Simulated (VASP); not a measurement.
# Sn2O3 (P4/mmm) in VASP: single point with PBE

Aim: the single point of Sn2O3 with PBE.

Program: VASP 6.6.1. These are calculated values, not measurements. Logs are shortened: lines on timing, memory, paths and dates and some standing lists are left out, and cuts for length are marked.

**1. The cell of the first run**

It takes space group P4/mmm (No. 123, tetragonal). The conventional cell has a = 6.564 Å, b = 6.564 Å, c = 4.569 Å, α = 90.00°, β = 90.00°, γ = 90.00°. Sn (site symmetry m2m) has 2 O at 1.57 Å and 1 Sn at 2.17 Å within 2.2 Å. O (site symmetry m2m) has 2 Sn at 1.57 Å within 2.1 Å. O (site symmetry mmm) has 4 Sn at 2.53 Å and 8 O at 3.30 Å within 3.3 Å.

The cell was built from a structure type or drawn by symmetry, and may not be a known phase.

**2. Single point, PBE**

Input file INCAR:

```
PREC     = Accurate       # precision mode
ENCUT    = 520            # plane-wave cutoff, eV
EDIFF    = 1E-6           # SCF threshold, eV
ISMEAR   = 0              # smearing method
SIGMA    = 0.1            # smearing width, eV
LREAL    = F              # projectors in reciprocal space
LASPH    = T              # aspherical terms in the spheres
NELM     = 60             # most SCF steps
ALGO     = Normal         # electronic algorithm
ISIF     = 2              # what is computed and relaxed
LWAVE    = F              # write WAVECAR
LCHARG   = F              # write CHGCAR
GGA      = PE             # functional
NBANDS   = 57             # bands
```

Input file KPOINTS:

```
regular mesh
0
Gamma
  4 4 4
```

Input file POSCAR:

```
Sn2O3
1.0
    6.5643233100      0.0000000000      0.0000000000
    0.0000000000      6.5643233100      0.0000000000
    0.0000000000      0.0000000000      4.5685545800
Sn O
4 6
Direct
    0.3348967800      0.0000000000      0.5000000000
    0.6651032200      0.0000000000      0.5000000000
    0.0000000000      0.3348967800      0.5000000000
    0.0000000000      0.6651032200      0.5000000000
    0.8074812800      0.8074812800      0.5000000000
    0.1925187200      0.1925187200      0.5000000000
    0.1925187200      0.8074812800      0.5000000000
    0.8074812800      0.1925187200      0.5000000000
    0.0000000000      0.5000000000      0.0000000000
    0.5000000000      0.0000000000      0.0000000000
```

Potentials or basis: VASP PAW PBE potentials, release 64 (Sn_d, O).

Run with:

```bash
cat potpaw_PBE.64/Sn_d/POTCAR potpaw_PBE.64/O/POTCAR > POTCAR
mpirun -np 1 vasp_std > vasp.out
```

OUTCAR:

```text
PREC = Accurate
   ENCUT = 520
   EDIFF = 1E-6
   ISMEAR = 0
   LREAL = F
   LASPH = T
   NELM = 60
   ISIF = 2
   GGA = PE

 ion  position               nearest neighbor table
   1  0.335  0.000  0.500-   6 1.57   7 1.57   2 2.17  10 2.53  10 2.53   3 3.11   4 3.11
   2  0.665  0.000  0.500-   5 1.57   8 1.57   1 2.17  10 2.53  10 2.53   3 3.11   4 3.11
   3  0.000  0.335  0.500-   6 1.57   8 1.57   4 2.17   9 2.53   9 2.53   2 3.11   1 3.11
   4  0.000  0.665  0.500-   5 1.57   7 1.57   3 2.17   9 2.53   9 2.53   2 3.11   1 3.11
   5  0.807  0.807  0.500-   2 1.57   4 1.57
   6  0.193  0.193  0.500-   1 1.57   3 1.57
   7  0.193  0.807  0.500-   1 1.57   4 1.57
   8  0.807  0.193  0.500-   2 1.57   3 1.57
   9  0.000  0.500  0.000-   3 2.53   4 2.53   3 2.53   4 2.53
  10  0.500  0.000  0.000-   1 2.53   2 2.53   1 2.53   2 2.53

  LATTYP: Found a simple tetragonal cell.
 ALAT       =     6.5643233100
 C/A-ratio  =     0.6959673319

  Lattice vectors:

 A1 = (   6.5643233100,   0.0000000000,   0.0000000000)
 A2 = (   0.0000000000,   6.5643233100,   0.0000000000)
 A3 = (   0.0000000000,   0.0000000000,   4.5685545800)

Analysis of symmetry for initial positions (statically):
=====================================================================
 Subroutine PRICEL returns:
 Original cell was already a primitive cell.

 Routine SETGRP: Setting up the symmetry group for a
 simple tetragonal supercell.

 Subroutine GETGRP returns: Found 16 space group operations
 (whereof 16 operations were pure point group operations)
 out of a pool of 16 trial point group operations.

The static configuration has the point symmetry D_4h.

Analysis of symmetry for dynamics (positions and initial velocities):
=====================================================================
 Subroutine PRICEL returns:
 Original cell was already a primitive cell.

 Routine SETGRP: Setting up the symmetry group for a
 simple tetragonal supercell.

 Subroutine GETGRP returns: Found 16 space group operations
 (whereof 16 operations were pure point group operations)
 out of a pool of 16 trial point group operations.

The dynamic configuration has the point symmetry D_4h.

 Subroutine INISYM returns: Found 16 space group operations
 (whereof 16 operations are pure point group operations),
 and found     1 'primitive' translations

----------------------------------------------------------------------------------------

[... 109 lines left out ...]
   POTIM  = 0.5000    time-step for ionic-motion
   TEBEG  =    0.0;   TEEND  =   0.0 temperature during run
   PSTRESS=    0.0 pullay stress
   NELECT =      92.0000    total number of electrons
   NUPDOWN=      -1.0000    fix difference up-down
   EMIN   =  10.00;   EMAX   =-10.00  energy-range for DOS
   EFERMI =   0.00;   METHOD = LEGACY
   ISMEAR =     0;   SIGMA  =   0.10  broadening in eV -4-tet -1-fermi 0-gaus
   EFERMI_NEDOS =   21; number of points for ismear=-14 and -15
   IALGO  =     38    algorithm
   IMIX   =      4    mixing-type and parameters
     AMIX     =   0.40;   BMIX     =  1.00
     AMIX_MAG =   1.60;   BMIX_MAG =  1.00
  volume/ion in A,a.u.               =      19.69       132.85
  Fermi-wavevector in a.u.,A,eV,Ry     =   1.270431  2.400767 21.959745  1.613996
  Thomas-Fermi vector in A             =   2.403419
   LORBIT       =      0    0 simple, 1 ext, 2 COOP (PROOUT), +10 PAW based schemes
   GGA     = PE    functional components
   LHFCALC =     F    Hartree Fock is set to
   AEXX    =    0.0000 exact exchange contribution
   IVDW    =     0    specifies the selected vdW correction
   LEPSILON=     F    determine dielectric tensor
   LRPA    =     F    only Hartree local field effects (RPA)
 non-spin polarized calculation
 Gauss-broadening in eV      SIGMA  =   0.10
  energy-cutoff  :      520.00
  volume of cell :      196.86
 maximum number of plane-waves:      5332
 NGX is ok and might be reduce to    50
   NGX = 25   NGY = 25   NGZ = 17

 number of electron      92.0000026 magnetization

 Free energy of the ion-electron system (eV)
  ---------------------------------------------------
  ext. energy  EPLUGINS =         0.00000000
  ---------------------------------------------------
  free energy    TOTEN  =       -23.48514008 eV

  energy without entropy =      -23.48514008  energy(sigma->0) =      -23.48514008

 E-fermi :   5.1171     XC(G=0):  -8.1945

 val. band max:        4.6807150157   @ k =   0.5000   0.5000   0.5000
 cond. band min:       5.8660222524   @ k =   0.0000   0.0000   0.5000
 fundamental gap:      1.1853072367
 Fermi energy:         5.1170855647

 k-point     1 :       0.0000    0.0000    0.0000
  band No.  band energies     occupation
      1     -22.1789      2.00000
      2     -22.1189      2.00000
      3     -22.1189      2.00000
      4     -21.6475      2.00000
      5     -19.4858      2.00000
      6     -19.2593      2.00000
[... 1069 lines left out ...]
     56      11.9375      0.00000
     57      11.9840      0.00000

------------------------ aborting loop because EDIFF is reached ----------------------------------------

  FORCE on cell =-STRESS in cart. coord.  units (eV):
  Direction    XX          YY          ZZ          XY          YZ          ZX
  --------------------------------------------------------------------------------------
  -------------------------------------------------------------------------------------
  Total      163.7214522    163.7214522    -13.5405836      0.0000000      0.0000000      0.0000000
  in kB     1332.4699599   1332.4699599   -110.2019356      0.0000000      0.0000000      0.0000000
  external PRESSURE =     851.5793281 kB  Pullay stress =       0.0000000 kB

 VOLUME and BASIS-vectors are now :
 -----------------------------------------------------------------------------
  energy-cutoff  :      520.00
  volume of cell :      196.86
      direct lattice vectors                 reciprocal lattice vectors
     6.564323310  0.000000000  0.000000000     0.152338627  0.000000000  0.000000000
     0.000000000  6.564323310  0.000000000     0.000000000  0.152338627  0.000000000
     0.000000000  0.000000000  4.568554580     0.000000000  0.000000000  0.218887611

 POSITION                                       TOTAL-FORCE (eV/Angst)
 -----------------------------------------------------------------------------------
      2.19837      0.00000      2.28428        15.595785      0.000000     -0.000000
      4.36595      0.00000      2.28428       -15.595785      0.000000      0.000000
      0.00000      2.19837      2.28428         0.000000     15.595785      0.000000
      0.00000      4.36595      2.28428         0.000000    -15.595785      0.000000
      5.30057      5.30057      2.28428        -3.634477     -3.634477      0.000000
      1.26376      1.26376      2.28428         3.634477      3.634477     -0.000000
      1.26376      5.30057      2.28428         3.634477     -3.634477      0.000000
      5.30057      1.26376      2.28428        -3.634477      3.634477     -0.000000
      0.00000      3.28216      0.00000         0.000000      0.000000      0.000000
      3.28216      0.00000      0.00000         0.000000      0.000000      0.000000
 -----------------------------------------------------------------------------------
    total drift:                                0.000000     -0.000000     -0.000000

  FREE ENERGIE OF THE ION-ELECTRON SYSTEM (eV)
  ---------------------------------------------------
  free  energy   TOTEN  =       -23.4851400760 eV

  energy  without entropy=      -23.4851400760  energy(sigma->0) =      -23.48514008
```

OSZICAR:

```text
N       E                     dE             d eps       ncg     rms          rms(c)
DAV:   1     0.142970130995E+04    0.14297E+04   -0.44926E+04  2358   0.229E+03
DAV:   2     0.242636000419E+03   -0.11871E+04   -0.11321E+04  2212   0.711E+02
DAV:   3    -0.217257861072E+02   -0.26436E+03   -0.25896E+03  2296   0.271E+02
DAV:   4    -0.425264739228E+02   -0.20801E+02   -0.20609E+02  2387   0.874E+01
DAV:   5    -0.431981865153E+02   -0.67171E+00   -0.67020E+00  2352   0.157E+01    0.324E+01
DAV:   6    -0.239099441211E+02    0.19288E+02   -0.61290E+01  3427   0.828E+01    0.147E+01
DAV:   7    -0.239061124707E+02    0.38317E-02   -0.15605E+01  2503   0.193E+01    0.712E+00
DAV:   8    -0.235573953304E+02    0.34872E+00   -0.11610E+00  2759   0.975E+00    0.400E+00
DAV:   9    -0.234939641462E+02    0.63431E-01   -0.47884E-01  3240   0.505E+00    0.103E+00
DAV:  10    -0.234791359036E+02    0.14828E-01   -0.16054E-01  2950   0.467E+00    0.333E-01
DAV:  11    -0.234833268944E+02   -0.41910E-02   -0.24808E-02  2402   0.112E+00    0.159E-01
DAV:  12    -0.234849656605E+02   -0.16388E-02   -0.38032E-03  2336   0.342E-01    0.547E-02
DAV:  13    -0.234851107364E+02   -0.14508E-03   -0.34644E-04  2640   0.172E-01    0.281E-02
DAV:  14    -0.234851368292E+02   -0.26093E-04   -0.76577E-05  3057   0.794E-02    0.107E-02
DAV:  15    -0.234851393122E+02   -0.24830E-05   -0.33926E-05  2390   0.395E-02    0.634E-03
DAV:  16    -0.234851400760E+02   -0.76379E-06   -0.24180E-06  1650   0.977E-03
   1 F= -.23485140E+02 E0= -.23485140E+02  d E =-.128972E-10
```

stdout:

```text
POSCAR found type information on POSCAR SnO
 POSCAR found :  2 types and      10 ions
 scaLAPACK will be used
 LDA part: xc-table for (Slater+PW92), standard interpolation
 POSCAR, INCAR and KPOINTS ok, starting setup
 FFT: planning ... GRIDC
 FFT: planning ... GRID_SOFT
 FFT: planning ... GRID
 WAVECAR not read
 entering main loop
```

It took 2.7 min on 1 thread of Intel Xeon Platinum 8488C (Sapphire Rapids), shared host; peak memory 0.36 GiB.

What came out:

```yaml
Free_energy: -23.4851 eV
Pressure: 85.2 GPa
Largest_force: 15.596 eV/Å
Band_gap_on_the_k_mesh: 1.19 eV (least direct gap 1.34 eV)
```

Forces on the atoms (eV/Å):
```
Sn   15.596   0.000   0.000
Sn  -15.596   0.000   0.000
Sn    0.000  15.596   0.000
Sn    0.000 -15.596   0.000
O    -3.634  -3.634   0.000
O     3.634   3.634   0.000
O     3.634  -3.634   0.000
O    -3.634   3.634   0.000
O     0.000   0.000   0.000
O     0.000   0.000   0.000
```

Levels at points of the mesh, in eV from the valence-band top:
| k point | band 44 | band 45 | band 46 | band 47 | band 48 | band 49 |
| --- | --- | --- | --- | --- | --- | --- |
| (0.00, 0.00, 0.00) | -2.33 | -1.57 | -1.57 | 1.85 | 3.53 | 3.53 |
| (0.50, 0.00, 0.00) | -2.19 | -1.67 | -1.60 | 2.28 | 2.98 | 4.36 |
| (0.50, 0.50, 0.00) | -1.93 | -1.88 | -1.39 | 2.38 | 2.93 | 4.08 |
| (0.00, 0.00, 0.50) | -1.53 | -0.21 | -0.16 | 1.19 | 2.39 | 2.83 |
| (0.50, 0.00, 0.50) | -1.52 | -0.21 | -0.04 | 1.92 | 2.27 | 3.23 |
| (0.50, 0.50, 0.50) | -1.42 | 0.00 | 0.00 | 2.30 | 2.30 | 2.31 |

Caveat: the cell stands under pressure; spin-orbit coupling is left out, which moves the levels of the heavy elements; forces of over 1 eV/Å act on the atoms, so gaps and moduli don't describe the material at rest.
